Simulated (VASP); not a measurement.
# Nb (Im-3m) in VASP: notebook, part 2 of 2

VASP 6.6.1. The steps go on from the part before.

## 3. Single point, r2SCAN

POSCAR reads:

```
Nb
1.0
   -1.6511317439      1.6511317439      1.6511317439
    1.6511317439     -1.6511317439      1.6511317439
    1.6511317439      1.6511317439     -1.6511317439
Nb
1
Direct
    0.0000000000      0.0000000000      0.0000000000
```

INCAR.step1 reads:

```
ALGO     = Normal         # electronic algorithm
EDIFF    = 1E-4           # SCF threshold, eV
ENCUT    = 520            # plane-wave cutoff, eV
GGA      = PE             # functional
ISMEAR   = 0              # smearing method
LASPH    = T              # aspherical terms in the spheres
LCHARG   = F              # write CHGCAR
LREAL    = F              # projectors in reciprocal space
LWAVE    = T              # write WAVECAR
NBANDS   = 12             # bands
NELM     = 60             # most SCF steps
PREC     = Accurate       # precision mode
SIGMA    = 0.2            # smearing width, eV
```

INCAR.step2 reads:

```
ALGO     = Normal         # electronic algorithm
EDIFF    = 1E-7           # SCF threshold, eV
ENCUT    = 520            # plane-wave cutoff, eV
ISIF     = 2              # what is computed and relaxed
ISMEAR   = 0              # smearing method
ISTART   = 1            
LASPH    = T              # aspherical terms in the spheres
LCHARG   = F              # write CHGCAR
LMIXTAU  = T            
LREAL    = F              # projectors in reciprocal space
LWAVE    = F              # write WAVECAR
METAGGA  = R2SCAN         # meta-GGA
NBANDS   = 12             # bands
NELM     = 60             # most SCF steps
PREC     = Accurate       # precision mode
SIGMA    = 0.2            # smearing width, eV
```

KPOINTS reads:

```
k-points
0
Gamma
  13 13 13
```

Potentials or basis: VASP PAW PBE potentials, release 64 (Nb_sv).

Started as:

```
$ cat potpaw_PBE.64/Nb_sv/POTCAR > POTCAR
$ cp INCAR.step1 INCAR
$ mpirun -np 1 vasp_std > vasp.out
$ cp INCAR.step2 INCAR
$ mpirun -np 1 vasp_std > vasp.out
```

OUTCAR:

```text
EDIFF = 1E-7
   ENCUT = 520
   ISIF = 2
   ISMEAR = 0
   ISTART = 1
   LASPH = T
   LREAL = F
   METAGGA = R2SCAN
   NELM = 60
   PREC = Accurate

 ion  position               nearest neighbor table
   1  0.000  0.000  0.000-

  LATTYP: Found a body centered cubic cell.
 ALAT       =     3.3022634878

  Lattice vectors:

 A1 = (  -1.6511317439,   1.6511317439,   1.6511317439)
 A2 = (   1.6511317439,  -1.6511317439,   1.6511317439)
 A3 = (   1.6511317439,   1.6511317439,  -1.6511317439)

Analysis of symmetry for initial positions (statically):
=====================================================================
 Subroutine PRICEL returns:
 Original cell was already a primitive cell.

 Routine SETGRP: Setting up the symmetry group for a
 body centered cubic supercell.

 Subroutine GETGRP returns: Found 48 space group operations
 (whereof 48 operations were pure point group operations)
 out of a pool of 48 trial point group operations.

The static configuration has the point symmetry O_h .

Analysis of symmetry for dynamics (positions and initial velocities):
[... 167 lines left out ...]
      1     -45.0021      2.00000
      2     -19.5416      2.00000
      3     -19.5416      2.00000
      4     -19.5416      2.00000
      5       4.8562      2.00000
      6      11.5904      0.00240
      7      11.5905      0.00240
      8      11.5905      0.00240
      9      14.7155      0.00000
     10      14.7155      0.00000
     11      26.0207      0.00000
     12      26.0207      0.00000
[... 331 lines left out ...]
 k-point    24 :       0.2308    0.0769    0.0769
  band No.  band energies     occupation
      1     -44.8077      2.00000
      2     -20.5790      2.00000
      3     -19.8545      2.00000
      4     -19.6247      2.00000
      5       7.8165      2.00000
      6       9.8805      2.00000
      7      10.5838      1.99996
      8      14.4979      0.00000
      9      15.0561      0.00000
     10      16.1659      0.00000
     11      25.8160      0.00000
     12      26.5955      0.00000

 [... further k-points ...]

------------------------ aborting loop because EDIFF is reached ----------------------------------------

  FORCE on cell =-STRESS in cart. coord.  units (eV):
  Direction    XX          YY          ZZ          XY          YZ          ZX
  --------------------------------------------------------------------------------------
  -------------------------------------------------------------------------------------
  Total       -0.0406619     -0.0406619     -0.0406619      0.0000000      0.0000000      0.0000000
  in kB       -3.6182008     -3.6182008     -3.6182008      0.0000000      0.0000000      0.0000000
  external PRESSURE =      -3.6182008 kB  Pullay stress =       0.0000000 kB

 VOLUME and BASIS-vectors are now :
 -----------------------------------------------------------------------------
  energy-cutoff  :      520.00
  volume of cell :       18.01
      direct lattice vectors                 reciprocal lattice vectors
    -1.651131744  1.651131744  1.651131744     0.000000000  0.302822595  0.302822595
     1.651131744 -1.651131744  1.651131744     0.302822595  0.000000000  0.302822595
     1.651131744  1.651131744 -1.651131744     0.302822595  0.302822595  0.000000000

 POSITION                                       TOTAL-FORCE (eV/Angst)
 -----------------------------------------------------------------------------------
      0.00000      0.00000      0.00000         0.000000      0.000000      0.000000
 -----------------------------------------------------------------------------------
    total drift:                                0.000000     -0.000000     -0.000000

  FREE ENERGIE OF THE ION-ELECTRON SYSTEM (eV)
  ---------------------------------------------------
  free  energy   TOTEN  =       -24.8597676767 eV

  energy  without entropy=      -24.8331288467  energy(sigma->0) =      -24.84644826
```

OUTCAR.step1:

```text
EDIFF = 1E-4
   ENCUT = 520
   GGA = PE
   ISMEAR = 0
   LASPH = T
[... 576 lines left out ...]

 POSITION                                       TOTAL-FORCE (eV/Angst)
 -----------------------------------------------------------------------------------
      0.00000      0.00000      0.00000         0.000000      0.000000      0.000000
 -----------------------------------------------------------------------------------
    total drift:                                0.000000      0.000000      0.000000

  FREE ENERGIE OF THE ION-ELECTRON SYSTEM (eV)
  ---------------------------------------------------
  free  energy   TOTEN  =       -10.2345750778 eV

  energy  without entropy=      -10.2071301388  energy(sigma->0) =      -10.22085261
```

OSZICAR.step1:

```text
N       E                     dE             d eps       ncg     rms          rms(c)
DAV:   1     0.117729093604E+03    0.11773E+03   -0.72571E+03  2016   0.108E+03
DAV:   2    -0.587720050247E+01   -0.12361E+03   -0.11921E+03  2156   0.391E+02
DAV:   3    -0.103501285346E+02   -0.44729E+01   -0.42904E+01  2904   0.658E+01
DAV:   4    -0.106383790149E+02   -0.28825E+00   -0.28641E+00  2780   0.150E+01
DAV:   5    -0.106511401217E+02   -0.12761E-01   -0.12756E-01  2972   0.258E+00    0.712E+00
DAV:   6    -0.102719478888E+02    0.37919E+00   -0.58369E-01  3244   0.973E+00    0.249E+00
DAV:   7    -0.102291612710E+02    0.42787E-01   -0.17697E-01  3328   0.533E+00    0.939E-01
DAV:   8    -0.102345302933E+02   -0.53690E-02   -0.12265E-02  2396   0.146E+00    0.381E-02
DAV:   9    -0.102345750778E+02   -0.44785E-04   -0.94532E-04  3128   0.280E-01
   1 F= -.10234575E+02 E0= -.10220853E+02  d E =-.274449E-01
```

It took 27 s on 1 thread of Intel Xeon 6975P-C (Granite Rapids), shared host; peak memory 0.15 GiB.

What came out:

| Quantity | Value |
| --- | --- |
| Free energy | -24.8598 eV |
| Pressure | -0.4 GPa |
| Band gap on the k mesh | zero (an odd number of electrons rules out a gap without spin polarisation) |

Caveat: the PAW data sets were made with another functional, which shifts forces and pressure a little.
